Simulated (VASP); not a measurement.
# SnPb2O3 (P4/nmm) in VASP: relaxation of cell and atoms with PBE

Aim: the relaxation of cell and atoms of SnPb2O3 with PBE.

Everything below comes from runs of VASP 6.6.1. Logs are shortened: lines on timing, memory, paths and dates and some standing lists are left out, and cuts for length are marked.

### 1 The cell of the first run

The structure is tetragonal, space group P4/nmm (No. 129). The conventional cell has a = 3.903 Å, b = 3.903 Å, c = 15.397 Å, α = 90.00°, β = 90.00°, γ = 90.00°. Sn (site symmetry 4mm) has 4 O at 2.27 Å within 3.0 Å. Pb (site symmetry 4mm) has 4 O at 2.27 Å within 3.0 Å. Within 3.0 Å of Pb (site symmetry 4mm) lie 4 O at 2.27 Å. Within 3.0 Å of O (site symmetry 2mm) lie 2 Pb at 2.27 Å and 2 Sn at 2.27 Å and 4 O at 2.76 Å. O (site symmetry -4m2) has 4 Pb at 2.27 Å and 4 O at 2.76 Å within 3.0 Å.

### 2 Relaxation of cell and atoms, PBE

Input file INCAR:

```
SYSTEM = SnPb2O3
PREC     = Accurate       ! precision mode
ENCUT    = 600            ! plane-wave cutoff, eV
EDIFF    = 1E-7           ! SCF threshold, eV
ISMEAR   = 0              ! smearing method
SIGMA    = 0.1            ! smearing width, eV
LREAL    = .False.        ! projectors in reciprocal space
LASPH    = .True.         ! aspherical terms in the spheres
NELM     = 100            ! most SCF steps
ALGO     = Normal         ! electronic algorithm
ISIF     = 3              ! what is computed and relaxed
LWAVE    = .False.        ! write WAVECAR
LCHARG   = .False.        ! write CHGCAR
GGA      = PE             ! functional
IBRION   = 2              ! ionic algorithm
NSW      = 90             ! ionic steps
EDIFFG   = -0.04          ! ionic threshold
```

Input file KPOINTS:

```
Automatic mesh
0
Gamma
  4 4 1
  0 0 0
```

Input file POSCAR:

```
SnPb2O3
1.0
    3.9025078900      0.0000000000      0.0000000000
    0.0000000000      3.9025078900      0.0000000000
    0.0000000000      0.0000000000     15.3967249500
Sn Pb O
2 4 6
Direct
    0.5000000000      0.0000000000      0.9086582600
    0.0000000000      0.5000000000      0.0913417400
    0.5000000000      0.0000000000      0.2419915900
    0.5000000000      0.0000000000      0.5753249300
    0.0000000000      0.5000000000      0.4246750700
    0.0000000000      0.5000000000      0.7580084100
    0.5000000000      0.5000000000      0.8333333300
    0.5000000000      0.5000000000      0.1666666700
    0.5000000000      0.5000000000      0.5000000000
    0.0000000000      0.0000000000      0.8333333300
    0.0000000000      0.0000000000      0.1666666700
    0.0000000000      0.0000000000      0.5000000000
```

Potentials or basis: VASP PAW PBE potentials, release 64 (Sn_d, Pb_d, O).

The run is started by

```sh
cat potpaw_PBE.64/Sn_d/POTCAR potpaw_PBE.64/Pb_d/POTCAR potpaw_PBE.64/O/POTCAR > POTCAR
mpirun -np 1 vasp_std > vasp.out
```

OUTCAR:

```text
SYSTEM = SnPb2O3
   PREC = Accurate
   ENCUT = 600
   EDIFF = 1E-7
   ISMEAR = 0
   LREAL = .False.
   LASPH = .True.
   NELM = 100
   ISIF = 3
   GGA = PE
   IBRION = 2
   NSW = 90
   EDIFFG = -0.04

 ion  position               nearest neighbor table
   1  0.500  0.000  0.909-   7 2.27  10 2.27   7 2.27  10 2.27   6 3.60   6 3.60   6 3.60   6 3.60

   2  0.000  0.500  0.091-   8 2.27  11 2.27  11 2.27   8 2.27   3 3.60   3 3.60   3 3.60   3 3.60

   3  0.500  0.000  0.242-   8 2.27  11 2.27   8 2.27  11 2.27   2 3.60   2 3.60   2 3.60   2 3.60
                             5 3.94   5 3.94   5 3.94   5 3.94
   4  0.500  0.000  0.575-   9 2.27  12 2.27   9 2.27  12 2.27   5 3.60   5 3.60   5 3.60   5 3.60
                             6 3.94   6 3.94   6 3.94   6 3.94
   5  0.000  0.500  0.425-   9 2.27  12 2.27  12 2.27   9 2.27   4 3.60   4 3.60   4 3.60   4 3.60
                             3 3.94   3 3.94   3 3.94   3 3.94
   6  0.000  0.500  0.758-   7 2.27  10 2.27  10 2.27   7 2.27   1 3.60   1 3.60   1 3.60   1 3.60
                             4 3.94   4 3.94   4 3.94   4 3.94
   7  0.500  0.500  0.833-   6 2.27   6 2.27   1 2.27   1 2.27
   8  0.500  0.500  0.167-   3 2.27   3 2.27   2 2.27   2 2.27
   9  0.500  0.500  0.500-   4 2.27   5 2.27   4 2.27   5 2.27
  10  0.000  0.000  0.833-   6 2.27   6 2.27   1 2.27   1 2.27
  11  0.000  0.000  0.167-   3 2.27   3 2.27   2 2.27   2 2.27
  12  0.000  0.000  0.500-   4 2.27   5 2.27   5 2.27   4 2.27

  LATTYP: Found a simple tetragonal cell.
 ALAT       =     3.9025078900
 C/A-ratio  =     3.9453411457

  Lattice vectors:

 A1 = (   3.9025078900,   0.0000000000,   0.0000000000)
 A2 = (   0.0000000000,   3.9025078900,   0.0000000000)
 A3 = (   0.0000000000,   0.0000000000,  15.3967249500)

Analysis of symmetry for initial positions (statically):
=====================================================================
 Subroutine PRICEL returns:
 Original cell was already a primitive cell.

 Routine SETGRP: Setting up the symmetry group for a
 simple tetragonal supercell.

 Subroutine GETGRP returns: Found 16 space group operations
 (whereof  8 operations were pure point group operations)
 out of a pool of 16 trial point group operations.

The static configuration has the point symmetry D_2d.
 The point group associated with its full space group is D_4h.

Analysis of symmetry for dynamics (positions and initial velocities):
=====================================================================
 Subroutine PRICEL returns:
[... 114 lines left out ...]
   NSW    =     90    number of steps for IOM
   IBRION =      2    ionic relax: 0-MD 1-quasi-New 2-CG
   NFREE  =      1    steps in history (QN), initial steepest desc. (CG)
   ISIF   =      3    stress and relaxation
   ISYM   =      2    0-nonsym 1-usesym 2-fastsym
   POTIM  = 0.5000    time-step for ionic-motion
   TEBEG  =    0.0;   TEEND  =   0.0 temperature during run
   PSTRESS=    0.0 pullay stress
   NELECT =     120.0000    total number of electrons
   NUPDOWN=      -1.0000    fix difference up-down
   EMIN   =  10.00;   EMAX   =-10.00  energy-range for DOS
   EFERMI =   0.00;   METHOD = LEGACY
   ISMEAR =     0;   SIGMA  =   0.10  broadening in eV -4-tet -1-fermi 0-gaus
   EFERMI_NEDOS =   21; number of points for ismear=-14 and -15
   IALGO  =     38    algorithm
   IMIX   =      4    mixing-type and parameters
     AMIX     =   0.40;   BMIX     =  1.00
     AMIX_MAG =   1.60;   BMIX_MAG =  1.00
  volume/ion in A,a.u.               =      19.54       131.87
  Fermi-wavevector in a.u.,A,eV,Ry     =   1.309473  2.474545 23.330182  1.714720
  Thomas-Fermi vector in A             =   2.440069
   LORBIT       =      0    0 simple, 1 ext, 2 COOP (PROOUT), +10 PAW based schemes
   GGA     = PE    functional components
   LHFCALC =     F    Hartree Fock is set to
   AEXX    =    0.0000 exact exchange contribution
   IVDW    =     0    specifies the selected vdW correction
   LEPSILON=     F    determine dielectric tensor
   LRPA    =     F    only Hartree local field effects (RPA)
 conjugate gradient relaxation of ions
 non-spin polarized calculation
 Gauss-broadening in eV      SIGMA  =   0.10
  energy-cutoff  :      600.00
  volume of cell :      234.49
 maximum number of plane-waves:      7856
 NGX is ok and might be reduce to    32
   NGX = 15   NGY = 15   NGZ = 61

--------------------------------------- Ionic step        1  -------------------------------------------

 number of electron     119.9999924 magnetization

 Free energy of the ion-electron system (eV)
  ---------------------------------------------------
  ext. energy  EPLUGINS =         0.00000000
  ---------------------------------------------------
  free energy    TOTEN  =       -65.21721556 eV

  energy without entropy =      -65.21721556  energy(sigma->0) =      -65.21721556

------------------------ aborting loop because EDIFF is reached ----------------------------------------

  FORCE on cell =-STRESS in cart. coord.  units (eV):
  Direction    XX          YY          ZZ          XY          YZ          ZX
  --------------------------------------------------------------------------------------
  -------------------------------------------------------------------------------------
  Total        9.4570795      9.4570795      7.7269699      0.0000000      0.0000000      0.0000000
  in kB       64.6177294     64.6177294     52.7963466      0.0000000      0.0000000      0.0000000
  external PRESSURE =      60.6772684 kB  Pullay stress =       0.0000000 kB
[... 119 lines left out ...]
  FREE ENERGIE OF THE ION-ELECTRON SYSTEM (eV)
  ---------------------------------------------------
  free  energy   TOTEN  =       -65.5677747047 eV

  energy  without entropy=      -65.5677747047  energy(sigma->0) =      -65.56777470

[... ionic steps 4 to 16 ...]

--------------------------------------- Ionic step       17  -------------------------------------------

 number of electron     119.9999997 magnetization

------------------------ aborting loop because EDIFF is reached ----------------------------------------
[... 87 lines left out ...]
--------------------------------------- Ionic step       19  -------------------------------------------

 number of electron     120.0000001 magnetization

 Free energy of the ion-electron system (eV)
  ---------------------------------------------------
  ext. energy  EPLUGINS =         0.00000000
  ---------------------------------------------------
  free energy    TOTEN  =       -65.62061556 eV

  energy without entropy =      -65.62061556  energy(sigma->0) =      -65.62061556

 E-fermi :   4.9568     XC(G=0):  -9.2452

 val. band max:        4.5093113830   @ k =   0.0000   0.0000   0.0000
 cond. band min:       5.8174815747   @ k =   0.5000   0.5000   0.0000
 fundamental gap:      1.3081701917
 Fermi energy:         4.9567920717

 k-point     1 :       0.0000    0.0000    0.0000
  band No.  band energies     occupation
      1     -16.2113      2.00000
      2     -16.2076      2.00000
      3     -16.0158      2.00000
      4     -16.0158      2.00000
      5     -16.0093      2.00000
      6     -16.0062      2.00000
[... 478 lines left out ...]
  FREE ENERGIE OF THE ION-ELECTRON SYSTEM (eV)
  ---------------------------------------------------
  free  energy   TOTEN  =       -65.6206155570 eV

  energy  without entropy=      -65.6206155570  energy(sigma->0) =      -65.62061556

 reached required accuracy - stopping structural energy minimisation
```

OSZICAR:

```text
N       E                     dE             d eps       ncg     rms          rms(c)
DAV:   1     0.193926566420E+04    0.19393E+04   -0.60646E+04   896   0.239E+03
DAV:   2     0.368038943621E+03   -0.15712E+04   -0.15184E+04   896   0.721E+02
DAV:   3    -0.310036694487E+02   -0.39904E+03   -0.38366E+03   992   0.318E+02
[... 226 lines left out ...]
DAV:   4    -0.656206168027E+02    0.27586E-04   -0.13715E-04  1288   0.103E-01    0.976E-03
DAV:   5    -0.656206167820E+02    0.20700E-07   -0.28463E-05  1128   0.325E-02    0.493E-03
DAV:   6    -0.656206160368E+02    0.74521E-06   -0.18040E-06  1200   0.745E-03    0.229E-03
DAV:   7    -0.656206155456E+02    0.49116E-06   -0.27406E-07   776   0.462E-03    0.655E-04
DAV:   8    -0.656206155570E+02   -0.11383E-07   -0.14306E-07   608   0.272E-03
  19 F= -.65620616E+02 E0= -.65620616E+02  d E =-.689764E-03
```

CONTCAR:

```text
SnPb2O3
   1.00000000000000
     3.9845069254894852    0.0000000000000000    0.0000000000000000
    -0.0000000000000000    3.9845069254894852   -0.0000000000000000
     0.0000000000000000    0.0000000000000000   16.3795699114266213
  Sn              Pb              O
     2     4     6
Direct
     0.5000000000000000    0.0000000000000000    0.9070375372517903
     0.0000000000000000    0.5000000000000000    0.0929624627482097
     0.5000000000000000    0.0000000000000000    0.2363231951976906
     0.5000000000000000    0.0000000000000000    0.5744063899193451
     0.0000000000000000    0.5000000000000000    0.4255936100806548
     1.0000000000000000    0.5000000000000000    0.7636768048023094
     0.5000000000000000    0.5000000000000000    0.8384401932626117
     0.5000000000000000    0.5000000000000000    0.1615598067373881
     0.5000000000000000    0.5000000000000000    0.5000000000000000
     0.0000000000000000    1.0000000000000000    0.8384401932626117
     0.0000000000000000    0.0000000000000000    0.1615598067373881
     0.0000000000000000    0.0000000000000000    0.5000000000000000

  0.00000000E+00  0.00000000E+00  0.00000000E+00
  0.00000000E+00  0.00000000E+00  0.00000000E+00
  0.00000000E+00  0.00000000E+00  0.00000000E+00
  0.00000000E+00  0.00000000E+00  0.00000000E+00
  0.00000000E+00  0.00000000E+00  0.00000000E+00
  0.00000000E+00  0.00000000E+00  0.00000000E+00
  0.00000000E+00  0.00000000E+00  0.00000000E+00
  0.00000000E+00  0.00000000E+00  0.00000000E+00
  0.00000000E+00  0.00000000E+00  0.00000000E+00
  0.00000000E+00  0.00000000E+00  0.00000000E+00
  0.00000000E+00  0.00000000E+00  0.00000000E+00
  0.00000000E+00  0.00000000E+00  0.00000000E+00
```

It took 39 min on 1 thread of Intel Xeon Platinum 8375C at 2.90GHz (Ice Lake), shared host; peak memory 0.44 GiB.

Results:

```
Free energy                           : -65.6206 eV
Relaxed volume                        : 21.67 Å³/atom
Relaxed cell                          : a = 3.985 Å, b = 3.985 Å, c = 16.380 Å, α = 90.00°, β = 90.00°, γ = 90.00°
Space group after relaxing (to 0.1 Å) : P4/nmm (No. 129)
Energy gained by relaxing             : 33.6 meV/atom
Ionic steps                           : 19
Pressure after relaxing               : 0.0 GPa
Largest force after relaxing          : 0.033 eV/Å
Band gap on the k mesh                : 1.31 eV (least direct gap 1.61 eV)
```

Forces in eV/Å, atoms in the order of the input:
```
Sn   0.000  0.000  0.015
Sn   0.000  0.000 -0.015
Pb   0.000  0.000 -0.014
Pb   0.000  0.000 -0.021
Pb   0.000  0.000  0.021
Pb   0.000  0.000  0.014
O    0.000  0.000  0.033
O    0.000  0.000 -0.033
O    0.000  0.000  0.000
O    0.000  0.000  0.033
O    0.000  0.000 -0.033
O    0.000  0.000  0.000
```

The path:
```
step  energy change (eV)  largest force (eV/Å)  pressure (GPa)  volume (Å³)
   1              0.0000                1.4358            6.07       234.49
   2             -0.0666                1.3845           -4.43       260.50
   3             -0.3506                0.4822           -0.09       247.51
   4             -0.3506                0.4729            0.01       247.24
   5             -0.3711                0.1839            0.24       247.72
   6             -0.3725                0.1767            0.32       247.89
   7             -0.3773                0.1231            0.07       249.43
   8             -0.3789                0.1468           -0.19       251.09
   9             -0.3824                0.0671            0.02       251.51
  10             -0.3835                0.0901            0.18       251.82
  11             -0.3875                0.0641            0.10       252.70
  12             -0.3944                0.1199           -0.11       255.32
  13             -0.3950                0.1900           -0.20       256.48
  14             -0.3977                0.1578           -0.09       256.96
  15             -0.4006                0.1123            0.13       257.92
  16             -0.4008                0.1177            0.22       258.29
  17             -0.4026                0.0510            0.01       259.51
  18             -0.4027                0.0466           -0.05       259.90
  19             -0.4034                0.0330           -0.01       260.05
```

Final structure:
```yaml
crystal:
  lattice:
    - [3.98451, 0.00000, 0.00000]
    - [0.00000, 3.98451, 0.00000]
    - [0.00000, 0.00000, 16.37957]
  atoms:
    - { symbol: Sn, position: [0.50000, 0.00000, 0.90704] }
    - { symbol: Sn, position: [0.00000, 0.50000, 0.09296] }
    - { symbol: Pb, position: [0.50000, 0.00000, 0.23632] }
    - { symbol: Pb, position: [0.50000, 0.00000, 0.57441] }
    - { symbol: Pb, position: [0.00000, 0.50000, 0.42559] }
    - { symbol: Pb, position: [0.00000, 0.50000, 0.76368] }
    - { symbol: O, position: [0.50000, 0.50000, 0.83844] }
    - { symbol: O, position: [0.50000, 0.50000, 0.16156] }
    - { symbol: O, position: [0.50000, 0.50000, 0.50000] }
    - { symbol: O, position: [0.00000, 0.00000, 0.83844] }
    - { symbol: O, position: [0.00000, 0.00000, 0.16156] }
    - { symbol: O, position: [0.00000, 0.00000, 0.50000] }
```

Levels at points of the mesh, in eV from the valence-band top:
| k point | band 58 | band 59 | band 60 | band 61 | band 62 | band 63 |
| --- | --- | --- | --- | --- | --- | --- |
| (0.00, 0.00, 0.00) | -0.98 | -0.83 | 0.00 | 1.61 | 1.63 | 2.02 |
| (0.50, 0.00, 0.00) | -1.53 | -0.89 | -0.89 | 2.44 | 2.44 | 2.57 |
| (0.50, 0.50, 0.00) | -1.26 | -1.08 | -1.08 | 1.31 | 1.31 | 2.29 |

Caveat: spin-orbit coupling is left out, which moves the levels of the heavy elements; an odd mesh through Γ misses points on the zone boundary, where band edges can lie.
